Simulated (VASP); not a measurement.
# WC (P1) in VASP: single point with PBE

Aim: the single point of WC with PBE.

All numbers are computed with VASP 6.6.1; they aren't measurements. Logs are shortened: lines on timing, memory, paths and dates and some standing lists are left out, and cuts for length are marked.

## 1. The cell of the first run

The typed cell holds 16 atoms: a = 5.976 Å, b = 5.175 Å, c = 5.847 Å, α = 90.00°, β = 90.00°, γ = 90.00°.

## 2. Single point, PBE

INCAR reads:

```
SYSTEM = WC
ALGO = Normal
EDIFF = 1E-6
ENCUT = 520
GGA = PE
ISIF = 2
ISMEAR = -1
LASPH = .TRUE.
LCHARG = .TRUE.
LELF = .TRUE.
LREAL = Auto
LVHAR = .TRUE.
LWAVE = .FALSE.
NBANDS = 86
NELM = 80
PREC = Accurate
SIGMA = 0.17
```

KPOINTS reads:

```
k-points
0
G
  3 3 3
  0 0 0
```

POSCAR reads:

```
WC
1.0
   -2.9879860000     -5.1753440000      0.0000000000
    4.4819800000     -2.5876720000      0.0000000000
    0.0000000000      0.0000000000      5.8470620000
W C
8 8
Direct
    0.7350165866      0.4993818068      0.0101418456
    0.7197452311      0.4964967881      0.4939916833
    0.4694932551     -0.0181974767      0.0000342052
    0.4864358320     -0.0008783047      0.5032441934
    0.2270531503      0.4921109943      0.0119376193
    0.2261345349      0.5118021108      0.4982331297
    0.0014735721     -0.0085892813     -0.0130321861
   -0.0110611101      0.0146251340      0.4884162337
    0.4700670997      0.6662131275      0.2509978516
    0.4720146434      0.6391311756      0.7752611482
    0.2240193732      0.1625100404      0.2601135408
    0.2315682770      0.1662708825      0.7431253508
   -0.0323772602      0.6729073311      0.2426175744
   -0.0119423003      0.6769812837      0.7363527187
    0.7374785125      0.1795803352      0.2380511785
    0.7374697712      0.1608551024      0.7499492908
```

Potentials or basis: VASP PAW PBE potentials, release 64 (W_sv, C).

Run with:

```sh
$ cat potpaw_PBE.64/W_sv/POTCAR potpaw_PBE.64/C/POTCAR > POTCAR
$ mpirun -np 1 vasp_std > vasp.out
```

OUTCAR:

```text
SYSTEM = WC
   EDIFF = 1E-6
   ENCUT = 520
   GGA = PE
   ISIF = 2
   ISMEAR = -1
   LASPH = .TRUE.
   LREAL = Auto
   NELM = 80
   PREC = Accurate

 ion  position               nearest neighbor table
   1  0.735  0.499  0.010-  15 2.12  13 2.14  10 2.21   9 2.29  16 2.32  14 2.39   2 2.83   5 2.94
                             3 2.96   7 3.01   2 3.02   5 3.04   7 3.08   3 3.11
   2  0.720  0.496  0.494-  15 2.22   9 2.24  13 2.28  16 2.30  10 2.33  14 2.33   1 2.83   4 2.93
                             6 2.95   4 2.95   8 2.97   1 3.02   6 3.03   8 3.13
   3  0.469  0.982  0.000-   9 2.20  10 2.21  12 2.28  11 2.31  15 2.36  16 2.36   7 2.80   4 2.91
                             5 2.92   4 2.95   1 2.96   5 3.01   1 3.11   7 3.18
   4  0.486  0.999  0.503-  16 2.24  12 2.24   9 2.27  11 2.28  15 2.35  10 2.45   3 2.91   2 2.93
                             3 2.95   2 2.95   6 2.96   8 2.98   8 3.01   6 3.08
   5  0.227  0.492  0.012-  10 2.15   9 2.21  11 2.24  13 2.26  12 2.31  14 2.36   6 2.85   7 2.92
                             3 2.92   7 2.92   1 2.94   6 3.01   3 3.01   1 3.04
   6  0.226  0.512  0.498-  14 2.17   9 2.20  11 2.28  10 2.28  12 2.29  13 2.31   5 2.85   8 2.94
                             2 2.95   4 2.96   8 2.96   5 3.01   2 3.03   4 3.08
   7  0.001  0.991  0.987-  12 2.18  14 2.19  13 2.23  11 2.26  16 2.28  15 2.36   3 2.80   5 2.92
                             8 2.92   5 2.92   8 2.94   1 3.01   1 3.08   3 3.18
   8  0.989  0.015  0.488-  11 2.08  12 2.22  15 2.26  14 2.27  16 2.27  13 2.28   7 2.92   7 2.94
                             6 2.94   6 2.96   2 2.97   4 2.98   4 3.01   2 3.13
   9  0.470  0.666  0.251-   3 2.20   6 2.20   5 2.21   2 2.24   4 2.27   1 2.29
  10  0.472  0.639  0.775-   5 2.15   3 2.21   1 2.21   6 2.28   2 2.33   4 2.45
  11  0.224  0.163  0.260-   8 2.08   5 2.24   7 2.26   4 2.28   6 2.28   3 2.31
  12  0.232  0.166  0.743-   7 2.18   8 2.22   4 2.24   3 2.28   6 2.29   5 2.31
  13  0.968  0.673  0.243-   1 2.14   7 2.23   5 2.26   2 2.28   8 2.28   6 2.31
  14  0.988  0.677  0.736-   6 2.17   7 2.19   8 2.27   2 2.33   5 2.36   1 2.39
  15  0.737  0.180  0.238-   1 2.12   2 2.22   8 2.26   4 2.35   3 2.36   7 2.36
  16  0.737  0.161  0.750-   4 2.24   8 2.27   7 2.28   2 2.30   1 2.32   3 2.36

  LATTYP: Found a simple orthorhombic cell.
 ALAT       =     5.1753445393
 B/A-ratio  =     1.1297918343
 C/A-ratio  =     1.1547003938

  Lattice vectors:

 A1 = (   4.4819800000,  -2.5876720000,   0.0000000000)
 A2 = (   0.0000000000,   0.0000000000,   5.8470620000)
 A3 = (  -2.9879860000,  -5.1753440000,   0.0000000000)

Analysis of symmetry for initial positions (statically):
=====================================================================
 Subroutine PRICEL returns:
 Original cell was already a primitive cell.

 Routine SETGRP: Setting up the symmetry group for a
 simple orthorhombic supercell.

 Subroutine GETGRP returns: Found  1 space group operations
 (whereof  1 operations were pure point group operations)
 out of a pool of  8 trial point group operations.

The static configuration has the point symmetry C_1 .

Analysis of symmetry for dynamics (positions and initial velocities):
=====================================================================
 Subroutine PRICEL returns:
 Original cell was already a primitive cell.

 Routine SETGRP: Setting up the symmetry group for a
 simple orthorhombic supercell.

 Subroutine GETGRP returns: Found  1 space group operations
 (whereof  1 operations were pure point group operations)
 out of a pool of  8 trial point group operations.

The dynamic configuration has the point symmetry C_1 .

 Subroutine INISYM returns: Found  1 space group operations
 (whereof  1 operations are pure point group operations),
 and found     1 'primitive' translations

----------------------------------------------------------------------------------------

                                     Primitive cell

  volume of cell :     180.8363

  direct lattice vectors                    reciprocal lattice vectors
    -2.987986000 -5.175344000  0.000000000    -0.083668383 -0.144917911  0.000000000
     4.481980000 -2.587672000  0.000000000     0.167336767 -0.096611919  0.000000000
     0.000000000  0.000000000  5.847062000     0.000000000  0.000000000  0.171026064

  length of vectors
     5.975972377  5.175344539  5.847062000     0.167336784  0.193223851  0.171026064

  position of ions in fractional coordinates (direct lattice)
     0.735016587  0.499381807  0.010141846
     0.719745231  0.496496788  0.493991683
[... 46 lines left out ...]
     0.055778922 -0.032203973  0.000000000     0.000000000  0.333333333  0.000000000
     0.000000000  0.000000000  0.057008688     0.000000000  0.000000000  0.333333333

  Length of vectors
     0.055778928  0.064407950  0.057008688

  Shift w.r.t. Gamma in fractional coordinates (k-lattice)
     0.000000000  0.000000000  0.000000000

 Subroutine IBZKPT returns following result:
 ===========================================

 Found     14 irreducible k-points:

 Following reciprocal coordinates:
            Coordinates               Weight
  0.000000  0.000000  0.000000      1.000000
  0.333333  0.000000  0.000000      2.000000
  0.000000  0.333333  0.000000      2.000000
  0.333333  0.333333  0.000000      2.000000
 -0.333333  0.333333  0.000000      2.000000
  0.000000  0.000000  0.333333      2.000000
  0.333333  0.000000  0.333333      2.000000
 -0.333333  0.000000  0.333333      2.000000
  0.000000  0.333333  0.333333      2.000000
  0.000000  0.333333 -0.333333      2.000000
  0.333333  0.333333  0.333333      2.000000
 -0.333333  0.333333 -0.333333      2.000000
 -0.333333 -0.333333  0.333333      2.000000
  0.333333 -0.333333 -0.333333      2.000000
   k-points           NKPTS =     14   k-points in BZ     NKDIM =     14   number of bands    NBANDS=     86
   number of dos      NEDOS =    301   number of ions     NIONS =     16
   total plane-waves  NPLWV =  92160
   dimension x,y,z NGX =    48 NGY =   40 NGZ =   48
   dimension x,y,z NGXF=    96 NGYF=   80 NGZF=   96
   ions per type =               8   8
   NGX,Y,Z   is equivalent  to a cutoff of  13.35, 12.85, 13.65 a.u.
   NGXF,Y,Z  is equivalent  to a cutoff of  26.71, 25.70, 27.30 a.u.
 SYSTEM =  WC
   PREC   = accura    normal or accurate (medium, high low for compatibility)
   ISTART =      0    job   : 0-new  1-cont  2-samecut
   ICHARG =      2    charge: 1-file 2-atom 10-const
   ISPIN  =      1    spin polarized calculation?
   LNONCOLLINEAR =      F non collinear calculations
   LSORBIT =      F    spin-orbit coupling
   LASPH  =      T    aspherical Exc in radial PAW
   ENCUT  =  520.0 eV  38.22 Ry    6.18 a.u.  11.11  9.62 10.87*2*pi/ulx,y,z
   NELM   =     80;   NELMIN=  2; NELMDL= -5     # of ELM steps
   EDIFF  = 0.1E-05   stopping-criterion for ELM
   LREAL  =      T    real-space projection
   EDIFFG = 0.1E-04   stopping-criterion for IOM
   NSW    =      0    number of steps for IOM
   IBRION =     -1    ionic relax: 0-MD 1-quasi-New 2-CG
   NFREE  =      0    steps in history (QN), initial steepest desc. (CG)
   ISIF   =      2    stress and relaxation
   ISYM   =      2    0-nonsym 1-usesym 2-fastsym
   POTIM  = 0.5000    time-step for ionic-motion
   TEBEG  =    0.0;   TEEND  =   0.0 temperature during run
   PSTRESS=    0.0 pullay stress
   NELECT =     144.0000    total number of electrons
   NUPDOWN=      -1.0000    fix difference up-down
   EMIN   =  10.00;   EMAX   =-10.00  energy-range for DOS
   EFERMI =   0.00;   METHOD = LEGACY
   ISMEAR =    -1;   SIGMA  =   0.17  broadening in eV -4-tet -1-fermi 0-gaus
   EFERMI_NEDOS =   21; number of points for ismear=-14 and -15
   IALGO  =     38    algorithm
   IMIX   =      4    mixing-type and parameters
     AMIX     =   0.40;   BMIX     =  1.00
     AMIX_MAG =   1.60;   BMIX_MAG =  1.00
  volume/ion in A,a.u.               =      11.30        76.27
  Fermi-wavevector in a.u.,A,eV,Ry     =   1.517401  2.867473 31.327510  2.302507
  Thomas-Fermi vector in A             =   2.626662
   LORBIT       =      0    0 simple, 1 ext, 2 COOP (PROOUT), +10 PAW based schemes
   GGA     = PE    functional components
   LHFCALC =     F    Hartree Fock is set to
   AEXX    =    0.0000 exact exchange contribution
   IVDW    =     0    specifies the selected vdW correction
   LEPSILON=     F    determine dielectric tensor
   LRPA    =     F    only Hartree local field effects (RPA)
 non-spin polarized calculation
  energy-cutoff  :      520.00
  volume of cell :      180.84
 maximum number of plane-waves:      4888
 NGX is ok and might be reduce to    48
   NGX = 23   NGY = 19   NGZ = 21

 number of electron     144.0000004 magnetization

 Free energy of the ion-electron system (eV)
  ---------------------------------------------------
  ext. energy  EPLUGINS =         0.00000000
  ---------------------------------------------------
  free energy    TOTEN  =      -177.48959153 eV

  energy without entropy =     -177.19412066  energy(sigma->0) =     -177.34185609

 E-fermi :  10.0460     XC(G=0): -13.3210

 val. band max:       10.0322307194   @ k =   0.3333   0.0000   0.3333
 cond. band min:      10.0568605633   @ k =  -0.3333   0.0000   0.3333
 fundamental gap:      0.0246298439
 Fermi energy:        10.0460167642

 k-point     1 :       0.0000    0.0000    0.0000
  band No.  band energies     occupation
      1     -64.2933      2.00000
      2     -64.2665      2.00000
      3     -64.2513      2.00000
      4     -64.2338      2.00000
      5     -64.2148      2.00000
      6     -64.1844      2.00000
[... 1207 lines left out ...]
     83      13.3960      0.00000
     84      13.6022      0.00000
 [bands above 84 left out]

------------------------ aborting loop because EDIFF is reached ----------------------------------------

  FORCE on cell =-STRESS in cart. coord.  units (eV):
  Direction    XX          YY          ZZ          XY          YZ          ZX
  --------------------------------------------------------------------------------------
  -------------------------------------------------------------------------------------
  Total      -20.2526062    -18.3654686    -27.9231641     -0.6482612      1.2093332     -0.1654051
  in kB     -179.4345012   -162.7147966   -247.3942853     -5.7434792     10.7144782     -1.4654603
  external PRESSURE =    -196.5145277 kB  Pullay stress =       0.0000000 kB

 VOLUME and BASIS-vectors are now :
 -----------------------------------------------------------------------------
  energy-cutoff  :      520.00
  volume of cell :      180.84
      direct lattice vectors                 reciprocal lattice vectors
    -2.987986000 -5.175344000  0.000000000    -0.083668383 -0.144917911  0.000000000
     4.481980000 -2.587672000  0.000000000     0.167336767 -0.096611919  0.000000000
     0.000000000  0.000000000  5.847062000     0.000000000  0.000000000  0.171026064

 POSITION                                       TOTAL-FORCE (eV/Angst)
 -----------------------------------------------------------------------------------
      0.04200     -5.09620      0.05930         0.048794      0.984796     -2.306709
      0.07470     -5.00970      2.88840        -0.116880     -1.132090      1.413713
      2.99758     -4.97037      0.00020         0.488918     -2.478210     -0.007684
      3.02458     -5.10287      2.94250         0.423227      0.272744     -0.315945
      1.52720     -2.44850      0.06980         0.147298     -0.035866     -1.599846
      1.61820     -2.49470      2.91320        -1.250596      0.483875      0.705098
[... 8 lines left out ...]
     -1.39870     -4.28140      1.39190        -0.770672      1.069853      0.849500
     -1.48260     -4.23290      4.38500         0.313243      0.133517     -0.157360
 -----------------------------------------------------------------------------------
    total drift:                               -0.015510      0.001538     -0.013580

  FREE ENERGIE OF THE ION-ELECTRON SYSTEM (eV)
  ---------------------------------------------------
  free  energy   TOTEN  =      -177.4895915255 eV

  energy  without entropy=     -177.1941206624  energy(sigma->0) =     -177.34185609
```

It took 7.3 min on 1 thread of Intel Xeon Platinum 8259CL at 2.50GHz (Skylake/Cascade Lake), shared host; peak memory 0.37 GiB.

Results:

* Free energy: -177.4896 eV
* Pressure: -19.7 GPa
* Largest force: 3.217 eV/Å

Forces on the atoms (eV/Å):
```
W    0.049  0.985 -2.307
W   -0.117 -1.132  1.414
W    0.489 -2.478 -0.008
W    0.423  0.273 -0.316
W    0.147 -0.036 -1.600
W   -1.251  0.484  0.705
W    2.286  2.053  0.954
W   -0.533  2.120  1.267
C   -0.337 -0.514  0.301
C    0.711 -1.278 -1.556
C   -0.192 -1.257 -1.038
C   -0.326 -0.349  0.184
C   -0.518 -0.893  0.668
C   -0.374  0.819  0.638
C   -0.771  1.070  0.850
C    0.313  0.134 -0.157
```

Caveat: the k points lie up to 0.40 Å⁻¹ apart; spin-orbit coupling is left out, which moves the levels of the heavy elements; forces of over 1 eV/Å act on the atoms, so gaps and moduli don't describe the material at rest.
